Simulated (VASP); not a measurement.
Set up this calculation in VASP 6.6.1, as the native input.

```
Task                   : single point
Functional             : LDA
Potentials or basis    : VASP PAW LDA potentials, release 64 (Si, O)
Cutoff                 : 520 eV
k mesh                 : 6 × 6 × 8
Occupations            : gaussian, width 0.05 eV
Spin                   : no spin polarisation
Dipole correction      : no
Further INCAR settings : ALGO = Normal; EDIFF = 1e-06; NBANDS = 25
```

The structure of SiO2 lies in POSCAR:

```
SiO2
1.0
    4.2798000000      0.0000000000      0.0000000000
    0.0000000000      4.2798000000      0.0000000000
    0.0000000000      0.0000000000      2.3420000000
Si O
2 4
Direct
    0.5000000000      0.5000000000      0.5000000000
    0.0000000000      0.0000000000      0.0000000000
    0.6944252994      0.6944252994      0.0000000000
    0.1944252994      0.8055747006      0.5000000000
    0.3055747006      0.3055747006      0.0000000000
    0.8055747006      0.1944252994      0.5000000000
```

One way to write it, as run:

INCAR

```
SYSTEM = SiO2
PREC = Accurate ; ENCUT = 520
EDIFF = 1E-6 ; ISMEAR = 0
SIGMA = 0.05 ; LREAL = .False.
LASPH = .True. ; NELM = 80
ALGO = Normal ; ISIF = 2
LWAVE = .False. ; LCHARG = .False.
NBANDS = 25
```

KPOINTS

```
regular mesh
0
Gamma
  6 6 8
  0 0 0
```

Potentials or basis: VASP PAW LDA potentials, release 64 (Si, O).

The run is started by

```console
$ cat potpaw_LDA.64/Si/POTCAR potpaw_LDA.64/O/POTCAR > POTCAR
$ mpirun -np 1 vasp_std > vasp.out
```

Results of the run:

```yaml
Pressure: 43.0 GPa
Largest_force: 0.042 eV/Å
Band_gap_on_the_k_mesh: 6.94 eV, direct
```

Wall time 13 s on 1 thread of Intel(R) Xeon(R) 6975P-C (Granite Rapids), on a shared host, peak memory 0.15 GiB.
